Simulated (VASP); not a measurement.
Here is a VASP 6.6.1 calculation.

INCAR

```
SYSTEM = In2As3
  PREC = Accurate
  ENCUT = 520
  EDIFF = 1E-6
  ISMEAR = 0
  SIGMA = 0.2
  LREAL = .FALSE.
  LASPH = .TRUE.
  NELM = 60
  ALGO = Normal
  ISIF = 2
  LWAVE = .FALSE.
  LCHARG = .FALSE.
  GGA = PE
  NBANDS = 52
```

File KPOINTS:

```
regular mesh
0
G
  6 6 2
  0 0 0
```

File POSCAR:

```
In2As3
1.0
    4.4884326999      0.0000000000      0.0000000000
   -2.2442163500      3.8870967413      0.0000000000
    0.0000000000      0.0000000000     16.6000601662
In As
4 6
Direct
    0.3333333333      0.6666666667      0.0801000963
    0.3333333333      0.6666666667      0.5801000963
    0.6666666667      0.3333333333      0.4198999037
    0.6666666667      0.3333333333      0.9198999037
    1.0000000000      0.0000000000      0.5000000000
    0.0000000000      1.0000000000      1.0000000000
    0.3333333333      0.6666666667      0.2463455241
    0.3333333333      0.6666666667      0.7463455241
    0.6666666667      0.3333333333      0.2536544759
    0.6666666667      0.3333333333      0.7536544759
```

Potentials or basis: VASP PAW PBE potentials, release 64 (In_d, As).

Command:

```console
$ cat potpaw_PBE.64/In_d/POTCAR potpaw_PBE.64/As/POTCAR > POTCAR
$ mpirun -np 1 vasp_std > vasp.out
```

Q: Predict the largest force.

A: 0.091 eV/Å.

Q: Predict the pressure.

A: 0.0 GPa.

Q: What does it give for the band gap on the k mesh?

A: Zero (bands 41 and 42 overlap by 1.92 eV).

Forces on the atoms (eV/Å):
```
In   0.000  0.000  0.091
In   0.000  0.000  0.091
In   0.000  0.000 -0.091
In   0.000  0.000 -0.091
As   0.000  0.000  0.000
As   0.000  0.000  0.000
As   0.000  0.000  0.075
As   0.000  0.000  0.075
As   0.000  0.000 -0.075
As   0.000  0.000 -0.075
```

Caveat: spin-orbit coupling is left out, which moves the levels of the heavy elements.
